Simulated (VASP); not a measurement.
The system is B.

```
B
1.0
     2.45895    1.41968    4.19350
    -2.45895    1.41968    4.19350
     0.00000   -2.83935    4.19350
B
12
Direct
  0.77882 0.77882 0.36940
  0.36940 0.77882 0.77882
  0.77882 0.36940 0.77882
  0.63060 0.22118 0.22118
  0.22118 0.22118 0.63060
  0.22118 0.63060 0.22118
  0.98981 0.98981 0.34639
  0.34639 0.98981 0.98981
  0.98981 0.34639 0.98981
  0.65361 0.01019 0.01019
  0.01019 0.01019 0.65361
  0.01019 0.65361 0.01019
```

| Quantity | Value |
| --- | --- |
| Program | VASP 6.6.1 |
| Task | relaxation of cell and atoms |
| Functional | LDA |
| Potentials or basis | VASP PAW LDA potentials, release 64 (B) |
| Cutoff | 670 eV |
| k mesh | 7 × 7 × 7 |
| Occupations | gaussian, width 0.03 eV |
| Spin | no spin polarisation |

At the start: pressure -10.4 GPa; volume 7.32 Å³/atom.

**Question.** How do energy, volume and symmetry change on relaxing?

**Answer.** Over 13 steps the energy falls by 10.9 meV/atom and the volume is 7.00 Å³/atom (-4.4 %); space group R-3m (No. 166, to 0.1 Å) before and after.

Step by step:
```
step  energy change (eV)  largest force (eV/Å)  pressure (GPa)  volume (Å³)
   1              0.0000                0.3396          -10.41        87.83
   2             -0.0168                0.7954            8.62        81.93
   3             -0.1209                0.2210           -1.12        84.69
   4             -0.1284                0.2499            0.48        83.79
   5             -0.1309                0.0956           -0.07        84.09
   6             -0.1322                0.0608            0.07        83.90
   7             -0.1325                0.0266            0.02        83.96
   8             -0.1327                0.0024           -0.01        83.96
   9             -0.1327                0.0028           -0.01        83.96
  10             -0.1327                0.0030           -0.01        83.96
  11             -0.1327                0.0016            0.01        83.95
  12             -0.1308                0.0018           -0.01        83.95
  13             -0.1308                0.0018           -0.01        83.95
```

Final structure:
```
CELL_PARAMETERS angstrom
2.42150 1.39805 4.13319
-2.42150 1.39805 4.13319
0.00000 -2.79610 4.13319
ATOMIC_POSITIONS crystal
B 0.77849 0.77849 0.37005
B 0.37005 0.77849 0.77849
B 0.77849 0.37005 0.77849
B 0.62995 0.22151 0.22151
B 0.22151 0.22151 0.62995
B 0.22151 0.62995 0.22151
B 0.98952 0.98952 0.34575
B 0.34575 0.98952 0.98952
B 0.98952 0.34575 0.98952
B 0.65425 0.01048 0.01048
B 0.01048 0.01048 0.65425
B 0.01048 0.65425 0.01048
```
